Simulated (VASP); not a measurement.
Runs of VASP 6.6.1 on Al3Ni2. The structure is that of space group P-3m1 (No. 164), or close to it. The cells are those of the table. 

```csv
cell,further INCAR settings,gap on the mesh (eV),pressure (GPa),largest force (eV/Å)
"a = 4.003, b = 4.003, c = 5.102 Å, angles 90.0, 90.0, 120.0°, 5 atoms",ALGO = Fast; EDIFF = 1e-06; NBANDS = 22,none,-6.6,0.14
"a = 4.003, b = 4.003, c = 4.738 Å, angles 90.0, 90.0, 120.0°, 5 atoms",ALGO = Fast; EDIFF = 1e-07; NBANDS = 22,none,(a),0.08
"a = 3.903, b = 3.903, c = 4.859 Å, angles 90.0, 90.0, 120.0°, 5 atoms",ALGO = Fast; EDIFF = 1e-06; NBANDS = 22,none,8.2,0.14
"a = 4.103, b = 4.103, c = 4.859 Å, angles 90.0, 90.0, 120.0°, 5 atoms",ALGO = Fast; EDIFF = 1e-07; NBANDS = 22,none,(b),0.07
"a = 3.903, b = 3.903, c = 5.102 Å, angles 90.0, 90.0, 120.0°, 5 atoms",ALGO = Fast; EDIFF = 1e-06; NBANDS = 22,none,0.6,0.15
```

Alike in all rows: task single point; level PBEsol; potentials or basis VASP PAW PBE potentials, release 64 (Al, Ni); no spin polarisation; k mesh 12 × 12 × 10; cutoff (eV) 520; smearing gaussian 0.15 eV.

Question: Estimate the missing entries.

Answer: (a) 4.1; (b) -6.0.

Caveats: the PAW data sets were made with another functional, which shifts forces and pressure a little; the cell stands under tension (at least some runs); the cell stands under pressure (at least some runs).

A gap of «none» marks levels without a gap at the run's occupations.
